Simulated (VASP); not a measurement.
# MgO (Fm-3m) in VASP: G0W0 quasiparticle levels with PBE

Aim: the G0W0 quasiparticle levels of MgO with PBE.

Everything below comes from runs of VASP 6.6.1. Logs are shortened: lines on timing, memory, paths and dates and some standing lists are left out, and cuts for length are marked.

## Step 1: The cell of the first run

It takes space group Fm-3m (No. 225, cubic). The conventional cell has a = 4.204 Å, b = 4.204 Å, c = 4.204 Å, α = 90.00°, β = 90.00°, γ = 90.00°. Mg (site symmetry m-3m) has 6 O at 2.10 Å within 2.8 Å. Within 2.8 Å of O (site symmetry m-3m) lie 6 Mg at 2.10 Å.

## Step 2: G0W0 quasiparticle levels, PBE

Contents of POSCAR:

```
MgO
1.0
    0.0000000000      2.1021674168      2.1021674168
    2.1021674168      0.0000000000      2.1021674168
    2.1021674168      2.1021674168      0.0000000000
Mg O
1 1
Direct
    0.0000000000      0.0000000000      0.0000000000
    0.5000000000      0.5000000000      0.5000000000
```

Contents of INCAR.step1:

```
  PREC = Accurate
  ENCUT = 500
  EDIFF = 1E-8
  ISMEAR = 0
  SIGMA = 0.01
  LREAL = F
  LASPH = T
  NELM = 80
  ALGO = Normal
  LWAVE = T
  LCHARG = F
  GGA = PE
```

Contents of INCAR.step2:

```
  PREC = Accurate
  ENCUT = 500
  EDIFF = 1E-8
  ISMEAR = 0
  SIGMA = 0.01
  LREAL = F
  LASPH = T
  NELM = 1
  ALGO = Exact
  LWAVE = T
  LCHARG = F
  GGA = PE
  NBANDS = 154
  LOPTICS = T
  ISTART = 1
```

Contents of INCAR.step3:

```
  PREC = Accurate
  ENCUT = 500
  EDIFF = 1E-8
  ISMEAR = 0
  SIGMA = 0.01
  LREAL = F
  LASPH = T
  ALGO = EVGW0
  LWAVE = F
  LCHARG = F
  GGA = PE
  NELMGW = 1
  NBANDS = 154
  ENCUTGW = 100.0
  NOMEGA = 48
  PRECFOCK = Fast
  ISTART = 1
  NBANDSGW = 12
```

Contents of KPOINTS:

```
regular mesh
0
Gamma
  4 4 4
```

Potentials or basis: VASP PAW PBE potentials, release 64 (Mg_GW, O_GW).

The run is started by

```
cat potpaw_PBE.64/Mg_GW/POTCAR potpaw_PBE.64/O_GW/POTCAR > POTCAR
cp INCAR.step1 INCAR
mpirun -np 1 vasp_std > vasp.out
cp INCAR.step2 INCAR
mpirun -np 1 vasp_std > vasp.out
cp INCAR.step3 INCAR
mpirun -np 1 vasp_std > vasp.out
```

OUTCAR:

```text
PREC = Accurate
   ENCUT = 500
   EDIFF = 1E-8
   ISMEAR = 0
   LREAL = F
   LASPH = T
   GGA = PE
   NELMGW = 1
   ENCUTGW = 100.0
   PRECFOCK = Fast
   ISTART = 1

 ion  position               nearest neighbor table
   1  0.000  0.000  0.000-   2 2.10   2 2.10   2 2.10   2 2.10   2 2.10   2 2.10
   2  0.500  0.500  0.500-   1 2.10   1 2.10   1 2.10   1 2.10   1 2.10   1 2.10

  LATTYP: Found a face centered cubic cell.
 ALAT       =     4.2043348336

  Lattice vectors:

 A1 = (   0.0000000000,   2.1021674168,   2.1021674168)
 A2 = (   2.1021674168,   0.0000000000,   2.1021674168)
 A3 = (   2.1021674168,   2.1021674168,   0.0000000000)

Analysis of symmetry for initial positions (statically):
=====================================================================
 Subroutine PRICEL returns:
 Original cell was already a primitive cell.

 Routine SETGRP: Setting up the symmetry group for a
 face centered cubic supercell.

 Subroutine GETGRP returns: Found 48 space group operations
 (whereof 48 operations were pure point group operations)
 out of a pool of 48 trial point group operations.

The static configuration has the point symmetry O_h .

Analysis of symmetry for dynamics (positions and initial velocities):
=====================================================================
 Subroutine PRICEL returns:
 Original cell was already a primitive cell.

 Routine SETGRP: Setting up the symmetry group for a
 face centered cubic supercell.

 Subroutine GETGRP returns: Found 48 space group operations
 (whereof 48 operations were pure point group operations)
 out of a pool of 48 trial point group operations.

The dynamic configuration has the point symmetry O_h .

 Subroutine INISYM returns: Found 48 space group operations
 (whereof 48 operations are pure point group operations),
 and found     1 'primitive' translations

----------------------------------------------------------------------------------------

                                     Primitive cell

  volume of cell :      18.5794

  direct lattice vectors                    reciprocal lattice vectors
     0.000000000  2.102167417  2.102167417    -0.237849753  0.237849753  0.237849753
     2.102167417  0.000000000  2.102167417     0.237849753 -0.237849753  0.237849753
     2.102167417  2.102167417  0.000000000     0.237849753  0.237849753 -0.237849753

  length of vectors
     2.972913671  2.972913671  2.972913671     0.411967856  0.411967856  0.411967856

  position of ions in fractional coordinates (direct lattice)
     0.000000000  0.000000000  0.000000000
     0.500000000  0.500000000  0.500000000

  ion indices of the primitive-cell ions
   primitive index   ion index
                 1           1
                 2           2

----------------------------------------------------------------------------------------

 KPOINTS: regular mesh

Automatic generation of k-mesh.
 Grid dimensions read from file:
 generate k-points for:    4    4    4

 Generating k-lattice:

  Cartesian coordinates                     Fractional coordinates (reciprocal lattice)
    -0.059462438  0.059462438  0.059462438     0.250000000  0.000000000  0.000000000
     0.059462438 -0.059462438  0.059462438     0.000000000  0.250000000  0.000000000
     0.059462438  0.059462438 -0.059462438     0.000000000  0.000000000  0.250000000

  Length of vectors
     0.102991964  0.102991964  0.102991964

  Shift w.r.t. Gamma in fractional coordinates (k-lattice)
     0.000000000  0.000000000  0.000000000

 Subroutine IBZKPT returns following result:
 ===========================================

 Found      8 irreducible k-points:

 Following reciprocal coordinates:
            Coordinates               Weight
  0.000000  0.000000  0.000000      1.000000
  0.250000  0.000000  0.000000      8.000000
  0.500000  0.000000  0.000000      4.000000
  0.250000  0.250000  0.000000      6.000000
  0.500000  0.250000  0.000000     24.000000
 -0.250000  0.250000  0.000000     12.000000
  0.500000  0.500000  0.000000      3.000000
 -0.250000  0.500000  0.250000      6.000000
   k-points           NKPTS =      8   k-points in BZ     NKDIM =     64   number of bands    NBANDS=    154
   number of dos      NEDOS =    301   number of ions     NIONS =      2
   total plane-waves  NPLWV =  13824
   dimension x,y,z NGX =    24 NGY =   24 NGZ =   24
   dimension x,y,z NGXF=    48 NGYF=   48 NGZF=   48
   ions per type =               1   1
   NGX,Y,Z   is equivalent  to a cutoff of  13.42, 13.42, 13.42 a.u.
   NGXF,Y,Z  is equivalent  to a cutoff of  26.84, 26.84, 26.84 a.u.
 SYSTEM =  unknown system
   PREC   = accura    normal or accurate (medium, high low for compatibility)
   ISTART =      1    job   : 0-new  1-cont  2-samecut
   ICHARG =      0    charge: 1-file 2-atom 10-const
   ISPIN  =      1    spin polarized calculation?
   LNONCOLLINEAR =      F non collinear calculations
   LSORBIT =      F    spin-orbit coupling
   LASPH  =      T    aspherical Exc in radial PAW
   ENCUT  =  500.0 eV  36.75 Ry    6.06 a.u.   5.42  5.42  5.42*2*pi/ulx,y,z
   NELM   =     60;   NELMIN=  2; NELMDL=  0     # of ELM steps
   EDIFF  = 0.1E-07   stopping-criterion for ELM
   LREAL  =      F    real-space projection
   EDIFFG = 0.1E-06   stopping-criterion for IOM
   NSW    =      0    number of steps for IOM
   IBRION =     -1    ionic relax: 0-MD 1-quasi-New 2-CG
   NFREE  =      0    steps in history (QN), initial steepest desc. (CG)
   ISIF   =      0    stress and relaxation
   ISYM   =      3    0-nonsym 1-usesym 2-fastsym
   POTIM  = 0.5000    time-step for ionic-motion
   TEBEG  =    0.0;   TEEND  =   0.0 temperature during run
   PSTRESS=    0.0 pullay stress
   NELECT =       8.0000    total number of electrons
   NUPDOWN=      -1.0000    fix difference up-down
   EMIN   =  10.00;   EMAX   =-10.00  energy-range for DOS
   EFERMI =   0.00;   METHOD = LEGACY
   ISMEAR =     0;   SIGMA  =   0.01  broadening in eV -4-tet -1-fermi 0-gaus
   EFERMI_NEDOS =   21; number of points for ismear=-14 and -15
   IALGO  =     38    algorithm
   IMIX   =      4    mixing-type and parameters
     AMIX     =   0.40;   BMIX     =  1.00
     AMIX_MAG =   1.60;   BMIX_MAG =  1.00
  volume/ion in A,a.u.               =       9.29        62.69
  Fermi-wavevector in a.u.,A,eV,Ry     =   1.236216  2.336109 20.792816  1.528229
  Thomas-Fermi vector in A             =   2.370833
   LORBIT       =      0    0 simple, 1 ext, 2 COOP (PROOUT), +10 PAW based schemes
   GGA     = PE    functional components
   LHFCALC =     T    Hartree Fock is set to
   PRECFOCK=fast      Normal, Fast or Accurate (Low or Medium for compatibility)
   ENCUT4O =  -1.0   cutoff for four orbital integrals eV
   NKREDX  =     1    reduce k-point grid by
   NKREDY  =     1    reduce k-point grid by
   NKREDZ  =     1    reduce k-point grid by
   AEXX    =    1.0000 exact exchange contribution
   HFSCREEN=    0.0000 screening length (either q_TF or 0.3 A-1)
   HFSCREENC=   0.0000 screening length for correlation (either q_TF or 0.3 A-1)
   ENCUTFOCK=  -1.0 apply spherical cutoff to Coloumb kernel
   IVDW    =     0    specifies the selected vdW correction
   LEPSILON=     F    determine dielectric tensor
   LRPA    =     F    only Hartree local field effects (RPA)
   LRPAFORCE           =     F    calculate RPA forces
   ENCUTGW             = 100.0    cutoff for response function in eV
   ENCUTGWSOFT         =  80.0    soft cutoff for Coulomb kernel in GW response function in eV
   ENCUTLF             =  -1.0    cutoff for local field effects
   NELMGW              =     1    number of iterations in solving QP/BSE equation
   NELMHF              =     1    number of iterations in the inner HF iteration
   NKREDLFX            =     1    NKREDLFY  =   1   NKREDLFZ  =   1
 non-spin polarized calculation
 Gauss-broadening in eV      SIGMA  =   0.01
  energy-cutoff  :      500.00
  volume of cell :       18.58
 maximum number of plane-waves:       483
 NGX is ok and might be reduce to    24
  NGX = 12; NGY = 12; NGZ = 12
   NGX = 11   NGY = 11   NGZ = 11
 maximum number of plane-waves:        51
 NGX is ok and might be reduce to    10

 QP shifts <psi_nk| G(iteration)W_0 |psi_nk>: iteration 1
 for sc-GW calculations column KS-energies equals QP-energies in previous step
 and V_xc(KS)=  KS-energies - (<T + V_ion + V_H > + <T+V_H+V_ion>^1  + <V_x>^1)

 k-point   1 :       0.0000    0.0000    0.0000
  band No.  KS-energies  QP-energies   sigma(KS)   V_xc(KS)     V^pw_x(r,r')   Z            occupation Imag(sigma)

      1     -14.0605     -16.2805     -21.2244     -18.1170     -29.9024       0.7144       2.0000       1.1537
      2       3.2384       2.0092     -21.3027     -19.7374     -25.3280       0.7853       2.0000       0.1256
      3       3.2384       2.0092     -21.3027     -19.7374     -25.3280       0.7853       2.0000       0.1256
      4       3.2384       2.0092     -21.3027     -19.7374     -25.3280       0.7853       2.0000       0.1256
      5       8.0105       9.1484     -10.8424     -12.2112      -7.2876       0.8313       0.0000      -0.0639
      6      19.0644      20.2339      -7.6392      -9.0615      -3.0699       0.8222       0.0000      -0.1242
      7      19.0644      20.2339      -7.6392      -9.0615      -3.0699       0.8222       0.0000      -0.1242
      8      19.0644      20.2339      -7.6392      -9.0615      -3.0699       0.8222       0.0000      -0.1242
      9      22.9983      23.3764      -7.4355      -7.9273      -1.6746       0.7688       0.0000      -0.4957
     10      24.7766      26.2609      -8.0665      -9.8772      -3.2530       0.8197       0.0000      -0.1896
     11      24.7766      26.2609      -8.0665      -9.8772      -3.2530       0.8197       0.0000      -0.1896
     12      27.3739      28.8272      -7.6510      -9.4935      -1.8714       0.7887       0.0000      -0.5182

 k-point   2 :       0.2500    0.0000    0.0000
  band No.  KS-energies  QP-energies   sigma(KS)   V_xc(KS)     V^pw_x(r,r')   Z            occupation Imag(sigma)

      1     -13.4687     -15.6903     -21.7654     -18.6686     -30.3557       0.7174       2.0000       1.0962
      2       0.5643      -1.0301     -18.5877     -16.5352     -22.5627       0.7768       2.0000       0.1434
      3       2.8937       1.6059     -20.9968     -19.3539     -25.0509       0.7838       2.0000       0.1285
      4       2.8937       1.6059     -20.9968     -19.3539     -25.0509       0.7838       2.0000       0.1285
      5      10.3707      11.6824     -11.3967     -12.9910      -7.7334       0.8227       0.0000      -0.0710
      6      15.8437      17.1704      -9.4672     -11.1008      -5.0392       0.8121       0.0000      -0.1114
      7      19.9089      21.1882      -7.8469      -9.4123      -3.1680       0.8172       0.0000      -0.1389
      8      19.9089      21.1882      -7.8469      -9.4123      -3.1680       0.8172       0.0000      -0.1389
      9      23.3861      24.7607      -7.9155      -9.6190      -2.9014       0.8069       0.0000      -0.2304
     10      23.3861      24.7607      -7.9155      -9.6190      -2.9014       0.8069       0.0000      -0.2304
     11      25.2242      26.3754      -7.4650      -8.9166      -1.8297       0.7931       0.0000      -0.4942
     12      31.1513      32.2699      -7.2628      -8.5362      -1.5652       0.8784       0.0000      -1.1638
[... 68 lines left out ...]
      1     -12.4997     -14.7303     -22.8273     -19.8079     -31.3392       0.7388       2.0000       1.0179
      2      -0.8746      -2.7034     -17.6327     -15.2411     -21.8887       0.7646       2.0000       0.1680
      3       1.8802       0.4024     -20.0811     -18.1819     -24.2043       0.7782       2.0000       0.1341
      4       1.8802       0.4024     -20.0811     -18.1819     -24.2043       0.7782       2.0000       0.1341
      5      12.3612      13.2749      -7.4985      -8.5859      -3.4455       0.8403       0.0000      -0.0868
      6      13.2507      14.5840      -8.0434      -9.6378      -3.9605       0.8362       0.0000      -0.0842
      7      16.3896      18.2524     -12.7973     -15.1914      -8.1051       0.7781       0.0000      -0.1309
      8      22.2259      23.8770     -10.2616     -12.4042      -4.6707       0.7706       0.0000      -0.3026
      9      22.2259      23.8770     -10.2616     -12.4042      -4.6707       0.7706       0.0000      -0.3026
     10      28.6347      30.4900      -9.4387     -11.5909      -3.8729       0.8621       0.0000      -0.7866
     11      30.1463      31.8783      -8.2580     -10.3611      -3.2043       0.8236       0.0000      -0.3545
     12      34.0958      35.2623      -7.1687      -8.5746      -1.5357       0.8297       0.0000      -0.8645

 k-point   8 :      -0.2500    0.5000    0.2500
  band No.  KS-energies  QP-energies   sigma(KS)   V_xc(KS)     V^pw_x(r,r')   Z            occupation Imag(sigma)

      1     -12.4467     -14.6807     -22.8858     -19.8657     -31.3951       0.7397       2.0000       1.0060
      2       0.2614      -1.4367     -18.3544     -16.1539     -22.4652       0.7717       2.0000       0.1484
      3       0.2614      -1.4367     -18.3544     -16.1539     -22.4652       0.7717       2.0000       0.1484
      4       1.4557      -0.0545     -19.4729     -17.5357     -23.5401       0.7796       2.0000       0.1381
      5      14.9214      16.4336     -10.9436     -12.8200      -6.6744       0.8059       0.0000      -0.1009
      6      14.9214      16.4336     -10.9436     -12.8200      -6.6744       0.8059       0.0000      -0.1009
      7      15.4549      17.1110      -9.4406     -11.4531      -5.2480       0.8229       0.0000      -0.0914
      8      18.7732      20.1364      -8.6858     -10.3835      -3.7594       0.8030       0.0000      -0.1678
      9      25.2039      26.5195      -8.6422     -10.3093      -3.0160       0.7892       0.0000      -0.4425
     10      25.2039      26.5195      -8.6422     -10.3093      -3.0160       0.7892       0.0000      -0.4425
     11      29.6143      31.4563      -8.8188     -11.0127      -3.5083       0.8396       0.0000      -0.5821
     12      32.2564      34.2548      -9.8351     -12.2262      -3.8505       0.8358       0.0000      -0.9638
```

Wall time 37 s (1 thread of Intel Xeon 6975P-C, shared host); peak memory 0.21 GiB.

Results:

```
Band gap on the k mesh, mean-field level : 4.77 eV, direct
Quasiparticle gap                        : 7.14 eV
Least direct quasiparticle gap           : 7.14 eV
```

Levels at points of the mesh, in eV from the valence-band top:
| k point | band 1 | band 2 | band 3 | band 4 | band 5 | band 6 | band 7 | band 8 |
| --- | --- | --- | --- | --- | --- | --- | --- | --- |
| (0.00, 0.00, 0.00) | -17.30 | 0.00 | 0.00 | 0.00 | 4.77 | 15.83 | 15.83 | 15.83 |
| (0.50, 0.00, 0.00) | -16.00 | -4.65 | -0.66 | -0.66 | 7.92 | 12.67 | 16.31 | 16.31 |
| (0.50, 0.50, 0.00) | -15.74 | -4.11 | -1.36 | -1.36 | 9.12 | 10.01 | 13.15 | 18.99 |

Caveat: the k points lie up to 0.65 Å⁻¹ apart; bands, screening cutoff and mesh are small and nothing is extrapolated, so the quasiparticle values aren't converged.
